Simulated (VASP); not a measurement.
# SrTiO3 (Pm-3m) in VASP: further runs

The runs below take SrTiO3 through single point, relaxation of cell and atoms, with PBE.

All numbers are computed with VASP 6.6.1; they aren't measurements. Logs are shortened: lines on timing, memory, paths and dates and some standing lists are left out, and cuts for length are marked.

## Step 1: The cell of the first run

The structure is cubic, space group Pm-3m (No. 221). Conventional cell: a = 3.937 Å, b = 3.937 Å, c = 3.937 Å, α = 90.00°, β = 90.00°, γ = 90.00°. Within 3.7 Å of Sr (site symmetry m-3m) lie 12 O at 2.78 Å and 8 Ti at 3.41 Å. Within 2.6 Å of Ti (site symmetry m-3m) lie 6 O at 1.97 Å. Within 2.6 Å of O (site symmetry 4/mmm) lie 2 Ti at 1.97 Å.

## Step 2: Single point, PBE

Input file INCAR:

```
PREC     = Accurate       # precision mode
ENCUT    = 520            # plane-wave cutoff, eV
EDIFF    = 1E-6           # SCF threshold, eV
ISMEAR   = -1             # smearing method
SIGMA    = 0.02           # smearing width, eV
LREAL    = F              # projectors in reciprocal space
LASPH    = T              # aspherical terms in the spheres
NELM     = 80             # most SCF steps
ALGO     = Normal         # electronic algorithm
ISIF     = 2              # what is computed and relaxed
LWAVE    = F              # write WAVECAR
LCHARG   = T              # write CHGCAR
GGA      = PE             # functional
LELF     = T              # ELF
LVHAR    = T            
NBANDS   = 28             # bands
```

Input file KPOINTS:

```
Automatic mesh
0
Gamma
  8 8 8
```

Input file POSCAR:

```
SrTiO3
1.0
    3.9365239027      0.0000000000      0.0000000000
    0.0000000000      3.9365239027      0.0000000000
    0.0000000000      0.0000000000      3.9365239027
Sr Ti O
1 1 3
Direct
    0.5000000000      0.5000000000      0.5000000000
    0.0000000000      0.0000000000      0.0000000000
    0.5000000000      0.0000000000      0.0000000000
    0.0000000000      0.5000000000      0.0000000000
    0.0000000000      0.0000000000      0.5000000000
```

Potentials or basis: VASP PAW PBE potentials, release 64 (Sr_sv, Ti_sv, O).

On the command line:

```
> cat potpaw_PBE.64/Sr_sv/POTCAR potpaw_PBE.64/Ti_sv/POTCAR potpaw_PBE.64/O/POTCAR > POTCAR
> mpirun -np 1 vasp_std > vasp.out
```

OUTCAR:

```text
PREC = Accurate
   ENCUT = 520
   EDIFF = 1E-6
   ISMEAR = -1
   LREAL = F
   LASPH = T
   NELM = 80
   ISIF = 2
   GGA = PE

 ion  position               nearest neighbor table
   1  0.500  0.500  0.500-   3 2.78   4 2.78   5 2.78   3 2.78   4 2.78   3 2.78   5 2.78   3 2.78
                             4 2.78   5 2.78   4 2.78   5 2.78   2 3.41   2 3.41   2 3.41   2 3.41
   2  0.000  0.000  0.000-   3 1.97   4 1.97   5 1.97   5 1.97   4 1.97   3 1.97   1 3.41   1 3.41
                             1 3.41   1 3.41   1 3.41   1 3.41   1 3.41   1 3.41
   3  0.500  0.000  0.000-   2 1.97   2 1.97   1 2.78   1 2.78   1 2.78   1 2.78
   4  0.000  0.500  0.000-   2 1.97   2 1.97   1 2.78   1 2.78   1 2.78   1 2.78
   5  0.000  0.000  0.500-   2 1.97   2 1.97   1 2.78   1 2.78   1 2.78   1 2.78

  LATTYP: Found a simple cubic cell.
 ALAT       =     3.9365239027

  Lattice vectors:

 A1 = (   3.9365239027,   0.0000000000,   0.0000000000)
 A2 = (   0.0000000000,   3.9365239027,   0.0000000000)
 A3 = (   0.0000000000,   0.0000000000,   3.9365239027)

Analysis of symmetry for initial positions (statically):
=====================================================================
 Subroutine PRICEL returns:
 Original cell was already a primitive cell.

 Routine SETGRP: Setting up the symmetry group for a
 simple cubic supercell.

 Subroutine GETGRP returns: Found 48 space group operations
 (whereof 48 operations were pure point group operations)
 out of a pool of 48 trial point group operations.

The static configuration has the point symmetry O_h .

Analysis of symmetry for dynamics (positions and initial velocities):
=====================================================================
 Subroutine PRICEL returns:
 Original cell was already a primitive cell.

 Routine SETGRP: Setting up the symmetry group for a
 simple cubic supercell.

 Subroutine GETGRP returns: Found 48 space group operations
 (whereof 48 operations were pure point group operations)
 out of a pool of 48 trial point group operations.

The dynamic configuration has the point symmetry O_h .

 Subroutine INISYM returns: Found 48 space group operations
 (whereof 48 operations are pure point group operations),
 and found     1 'primitive' translations

----------------------------------------------------------------------------------------

                                     Primitive cell

  volume of cell :      61.0012

  direct lattice vectors                    reciprocal lattice vectors
     3.936523903  0.000000000  0.000000000     0.254031228  0.000000000  0.000000000
     0.000000000  3.936523903  0.000000000     0.000000000  0.254031228  0.000000000
     0.000000000  0.000000000  3.936523903     0.000000000  0.000000000  0.254031228

  length of vectors
     3.936523903  3.936523903  3.936523903     0.254031228  0.254031228  0.254031228

  position of ions in fractional coordinates (direct lattice)
     0.500000000  0.500000000  0.500000000
     0.000000000  0.000000000  0.000000000
     0.500000000  0.000000000  0.000000000
     0.000000000  0.500000000  0.000000000
     0.000000000  0.000000000  0.500000000

  ion indices of the primitive-cell ions
   primitive index   ion index
                 1           1
                 2           2
                 3           3
                 4           4
                 5           5

----------------------------------------------------------------------------------------

 KPOINTS: Automatic mesh

Automatic generation of k-mesh.
 Grid dimensions read from file:
 generate k-points for:    8    8    8

 Generating k-lattice:

  Cartesian coordinates                     Fractional coordinates (reciprocal lattice)
     0.031753903  0.000000000  0.000000000     0.125000000  0.000000000  0.000000000
     0.000000000  0.031753903  0.000000000     0.000000000  0.125000000  0.000000000
     0.000000000  0.000000000  0.031753903     0.000000000  0.000000000  0.125000000

  Length of vectors
     0.031753903  0.031753903  0.031753903

  Shift w.r.t. Gamma in fractional coordinates (k-lattice)
     0.000000000  0.000000000  0.000000000

 Subroutine IBZKPT returns following result:
 ===========================================

 Found     35 irreducible k-points:

 Following reciprocal coordinates:
            Coordinates               Weight
  0.000000  0.000000  0.000000      1.000000
  0.125000  0.000000  0.000000      6.000000
  0.250000  0.000000  0.000000      6.000000
  0.375000  0.000000  0.000000      6.000000
  0.500000  0.000000  0.000000      3.000000
  0.125000  0.125000  0.000000     12.000000
[... 16 lines left out ...]
  0.375000  0.375000  0.125000     24.000000
  0.500000  0.375000  0.125000     24.000000
 [... further k-points ...]
   k-points           NKPTS =     35   k-points in BZ     NKDIM =     35   number of bands    NBANDS=     28
   number of dos      NEDOS =    301   number of ions     NIONS =      5
   total plane-waves  NPLWV =  27000
   dimension x,y,z NGX =    30 NGY =   30 NGZ =   30
   dimension x,y,z NGXF=    60 NGYF=   60 NGZF=   60
   ions per type =               1   1   3
   NGX,Y,Z   is equivalent  to a cutoff of  12.67, 12.67, 12.67 a.u.
   NGXF,Y,Z  is equivalent  to a cutoff of  25.34, 25.34, 25.34 a.u.
 SYSTEM =  unknown system
   PREC   = accura    normal or accurate (medium, high low for compatibility)
   ISTART =      0    job   : 0-new  1-cont  2-samecut
   ICHARG =      2    charge: 1-file 2-atom 10-const
   ISPIN  =      1    spin polarized calculation?
   LNONCOLLINEAR =      F non collinear calculations
   LSORBIT =      F    spin-orbit coupling
   LASPH  =      T    aspherical Exc in radial PAW
   ENCUT  =  520.0 eV  38.22 Ry    6.18 a.u.   7.32  7.32  7.32*2*pi/ulx,y,z
   NELM   =     80;   NELMIN=  2; NELMDL= -5     # of ELM steps
   EDIFF  = 0.1E-05   stopping-criterion for ELM
   LREAL  =      F    real-space projection
   EDIFFG = 0.1E-04   stopping-criterion for IOM
   NSW    =      0    number of steps for IOM
   IBRION =     -1    ionic relax: 0-MD 1-quasi-New 2-CG
   NFREE  =      0    steps in history (QN), initial steepest desc. (CG)
   ISIF   =      2    stress and relaxation
   ISYM   =      2    0-nonsym 1-usesym 2-fastsym
   POTIM  = 0.5000    time-step for ionic-motion
   TEBEG  =    0.0;   TEEND  =   0.0 temperature during run
   PSTRESS=    0.0 pullay stress
   NELECT =      40.0000    total number of electrons
   NUPDOWN=      -1.0000    fix difference up-down
   EMIN   =  10.00;   EMAX   =-10.00  energy-range for DOS
   EFERMI =   0.00;   METHOD = LEGACY
   ISMEAR =    -1;   SIGMA  =   0.02  broadening in eV -4-tet -1-fermi 0-gaus
   EFERMI_NEDOS =   21; number of points for ismear=-14 and -15
   IALGO  =     38    algorithm
   IMIX   =      4    mixing-type and parameters
     AMIX     =   0.40;   BMIX     =  1.00
     AMIX_MAG =   1.60;   BMIX_MAG =  1.00
  volume/ion in A,a.u.               =      12.20        82.33
  Fermi-wavevector in a.u.,A,eV,Ry     =   1.422270  2.687700 27.522557  2.022851
  Thomas-Fermi vector in A             =   2.542991
   LORBIT       =      0    0 simple, 1 ext, 2 COOP (PROOUT), +10 PAW based schemes
   GGA     = PE    functional components
   LHFCALC =     F    Hartree Fock is set to
   AEXX    =    0.0000 exact exchange contribution
   IVDW    =     0    specifies the selected vdW correction
   LEPSILON=     F    determine dielectric tensor
   LRPA    =     F    only Hartree local field effects (RPA)
 non-spin polarized calculation
  energy-cutoff  :      520.00
  volume of cell :       61.00
 maximum number of plane-waves:      1671
 NGX is ok and might be reduce to    30
   NGX = 15   NGY = 15   NGZ = 15

 number of electron      39.9999990 magnetization

 Free energy of the ion-electron system (eV)
  ---------------------------------------------------
  ext. energy  EPLUGINS =         0.00000000
  ---------------------------------------------------
  free energy    TOTEN  =       -40.10328581 eV

  energy without entropy =      -40.10328581  energy(sigma->0) =      -40.10328581

 E-fermi :   4.3609     XC(G=0): -11.1440

 val. band max:        3.9699147707   @ k =   0.5000   0.5000   0.5000
 cond. band min:       5.7796405560   @ k =   0.0000   0.0000   0.0000
 fundamental gap:      1.8097257853
 Fermi energy:         4.3609390084

 k-point     1 :       0.0000    0.0000    0.0000
  band No.  band energies     occupation
      1     -52.5952      2.00000
      2     -28.8957      2.00000
      3     -28.8261      2.00000
      4     -28.8261      2.00000
      5     -28.8261      2.00000
      6     -13.3708      2.00000
[... 20 lines left out ...]
     27       9.3463      0.00000
     28       9.9699      0.00000

 k-point     2 :       0.1250    0.0000    0.0000
  band No.  band energies     occupation
      1     -52.5950      2.00000
      2     -28.9125      2.00000
      3     -28.8257      2.00000
      4     -28.8257      2.00000
      5     -28.8154      2.00000
      6     -13.3765      2.00000
[... 20 lines left out ...]
     27       9.6140      0.00000
     28      10.3382      0.00000

 k-point     3 :       0.2500    0.0000    0.0000
  band No.  band energies     occupation
      1     -52.5945      2.00000
      2     -28.9451      2.00000
      3     -28.8248      2.00000
      4     -28.8248      2.00000
      5     -28.7978      2.00000
      6     -13.4361      2.00000
[... 20 lines left out ...]
     27      10.2559      0.00000
     28      11.3481      0.00000

 k-point     4 :       0.3750    0.0000    0.0000
  band No.  band energies     occupation
      1     -52.5940      2.00000
      2     -28.9731      2.00000
      3     -28.8239      2.00000
      4     -28.8239      2.00000
      5     -28.7845      2.00000
      6     -13.5343      2.00000
[... 578 lines left out ...]
     27      11.9881      0.00000
     28      12.2477      0.00000

 k-point    23 :       0.3750    0.3750    0.1250
  band No.  band energies     occupation
      1     -52.5927      2.00000
      2     -28.9175      2.00000
      3     -28.8780      2.00000
      4     -28.8326      2.00000
      5     -28.8195      2.00000
      6     -12.9784      2.00000
[... 20 lines left out ...]
     27      12.0363      0.00000
     28      12.4823      0.00000

 k-point    24 :       0.5000    0.3750    0.1250
  band No.  band energies     occupation
      1     -52.5925      2.00000
      2     -28.9116      2.00000
      3     -28.8777      2.00000
      4     -28.8337      2.00000
      5     -28.8308      2.00000
      6     -12.8923      2.00000
[... 20 lines left out ...]
     27      12.0918      0.00000
     28      12.5829      0.00000

 [... further k-points ...]

------------------------ aborting loop because EDIFF is reached ----------------------------------------

  FORCE on cell =-STRESS in cart. coord.  units (eV):
  Direction    XX          YY          ZZ          XY          YZ          ZX
  --------------------------------------------------------------------------------------
  -------------------------------------------------------------------------------------
  Total        0.2385158      0.2385158      0.2385158     -0.0000000     -0.0000000      0.0000000
  in kB        6.2645388      6.2645388      6.2645388     -0.0000000     -0.0000000      0.0000000
  external PRESSURE =       6.2645388 kB  Pullay stress =       0.0000000 kB

 VOLUME and BASIS-vectors are now :
 -----------------------------------------------------------------------------
  energy-cutoff  :      520.00
  volume of cell :       61.00
      direct lattice vectors                 reciprocal lattice vectors
     3.936523903  0.000000000  0.000000000     0.254031228  0.000000000  0.000000000
     0.000000000  3.936523903  0.000000000     0.000000000  0.254031228  0.000000000
     0.000000000  0.000000000  3.936523903     0.000000000  0.000000000  0.254031228

 POSITION                                       TOTAL-FORCE (eV/Angst)
 -----------------------------------------------------------------------------------
      1.96826      1.96826      1.96826         0.000000      0.000000      0.000000
      0.00000      0.00000      0.00000         0.000000      0.000000      0.000000
      1.96826      0.00000      0.00000         0.000000      0.000000      0.000000
      0.00000      1.96826      0.00000         0.000000      0.000000      0.000000
      0.00000      0.00000      1.96826         0.000000      0.000000      0.000000
 -----------------------------------------------------------------------------------
    total drift:                                0.000000     -0.000000      0.000000

  FREE ENERGIE OF THE ION-ELECTRON SYSTEM (eV)
  ---------------------------------------------------
  free  energy   TOTEN  =       -40.1032858095 eV

  energy  without entropy=      -40.1032858095  energy(sigma->0) =      -40.10328581
```

It took 90 s on 1 thread of Intel Xeon 8259CL, shared host; peak memory 0.21 GiB.

Results:

```yaml
Free_energy: -40.1033 eV
Pressure: 0.6 GPa
Band_gap_on_the_k_mesh: 1.81 eV (least direct gap 2.18 eV)
```

Levels at points of the mesh, in eV from the valence-band top:
```tsv
k point	band 18	band 19	band 20	band 21	band 22	band 23
(0.00, 0.00, 0.00)	-0.37	-0.37	-0.37	1.81	1.81	1.81
(0.50, 0.00, 0.00)	-1.91	-0.73	-0.73	1.97	3.66	3.66
(0.50, 0.50, 0.00)	-1.54	-1.54	-0.09	3.66	3.66	4.10
(0.50, 0.50, 0.50)	0.00	0.00	0.00	4.31	4.31	4.31
```

A k mesh can miss the band edges. A hybrid or GW would open this gap; PBE tends to underestimate it.

[end of part 1 of 2]
